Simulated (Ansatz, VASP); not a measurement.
## One calculation of SrCl2, two programs

INCAR

```
ALGO = Normal
EDIFF = 1E-6
ENCUT = 520
GGA = PE
ISIF = 2
ISMEAR = 0
LASPH = True
LCHARG = False
LREAL = False
LWAVE = False
NBANDS = 19
NELM = 100
PREC = Accurate
SIGMA = 0.05
```

KPOINTS

```
k-points
0
Gamma
  6 6 6
```

The input POSCAR:

```
SrCl2
1.0
    0.0000000000      3.4805285570      3.4251881530
    3.4805285570      0.0000000000      3.4251881530
    3.4805285570      3.4805285570      0.0000000000
Sr Cl
1 2
Direct
    0.0000000000      0.0000000000      0.0000000000
    0.2500000000      0.2500000000      0.2500000000
    0.7500000000      0.7500000000      0.7500000000
```

Input for Ansatz:

```yaml
crystal:
  lattice:
    - [0.0, 3.480528557, 3.425188153]
    - [3.480528557, 0.0, 3.425188153]
    - [3.480528557, 3.480528557, 0.0]
  atoms:
    - { symbol: Sr, position: [0.0, 0.0, 0.0] }
    - { symbol: Cl, position: [0.25, 0.25, 0.25] }
    - { symbol: Cl, position: [0.75, 0.75, 0.75] }
basis:
  ecutwfc: 420
kpoints:
  mp_grid: { grid: [6, 6, 6] }
hamiltonian:
  xc: pbe
scf:
  occupations: { method: gaussian, width: 0.05 }
output:
  forces: true
  stress: true
  eigenvalues: true
  write_density: true
  write_potential: true
  elf: true
  volumetric_format: npy
```

Alike in both runs: task single point; functional PBE; k mesh 6 × 6 × 6; occupations gaussian, width 0.05 eV; no spin polarisation.

|  | VASP | Ansatz |
| --- | --- | --- |
| version | VASP 6.6.1 | Ansatz 0.2.0 |
| potentials or method | VASP PAW PBE potentials, release 64 (Sr_sv, Cl), cutoff 520 eV | scalar-relativistic, plane waves, PAW |
| valence electrons in the cell | 24 | 24 |

|  | VASP | Ansatz | Ansatz less VASP |
| --- | --- | --- | --- |
| gap on the k mesh at the Fermi level (eV) | 5.35 | 5.35 | +0.005 |
| least direct gap on the mesh (eV) | 5.43 | 5.43 | +0.003 |
| pressure (GPa) | 2.0 | 1.9 | -0.09 |
| traceless stress, the component that is largest in VASP (GPa) | 0.57 | 0.58 | +0.003 |

With one functional, cell and mesh, what is left measures potentials, basis and numerics.
